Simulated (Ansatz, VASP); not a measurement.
Si4Se3: VASP beside Ansatz

```
Si Se
1.0
     5.37006    0.00000    0.00000
     0.00000    5.37006    0.00000
     0.00000    0.00000    5.37006
Si Se
4 3
Direct
  0.72069 0.72069 0.72069
  0.27931 0.27931 0.72069
  0.27931 0.72069 0.27931
  0.72069 0.27931 0.27931
  0.00000 0.00000 0.50000
  0.50000 0.00000 0.00000
  0.00000 0.50000 0.00000
```

Change from the starting cell: species swapped into the Ge3As4 type (P-43m, No. 215).

Alike in both runs: task relaxation of cell and atoms; functional PBE; k mesh 3 × 3 × 3; occupations gaussian, width 0.2 eV; no spin polarisation.

```csv
,VASP,Ansatz
version,VASP 6.6.1,Ansatz 0.2.0
potentials or method,"VASP PAW PBE potentials, release 64 (Si, Se), cutoff 500 eV","scalar-relativistic, plane waves, PAW"
valence electrons in the cell,34,64
```

```csv
,VASP,Ansatz,Ansatz less VASP
"gap on the k mesh at the Fermi level, each at its own relaxed structure (eV)",none,none,-
relaxed volume (Å³/atom),19.90,20.13,+0.230
relaxed cell length with the largest relative difference (Å),5.183,5.203,+0.0199
```

A gap of «none» marks a metal or a gap that the smearing closes. VASP's potentials hold 34 valence electrons a cell and Ansatz's 64, so a difference there can come from the potentials and not from the codes.

The k mesh is coarse, so the values compare programs but aren't converged. Noted on VASP's run: too few bands were computed for a metal, which touches its energy and stress.
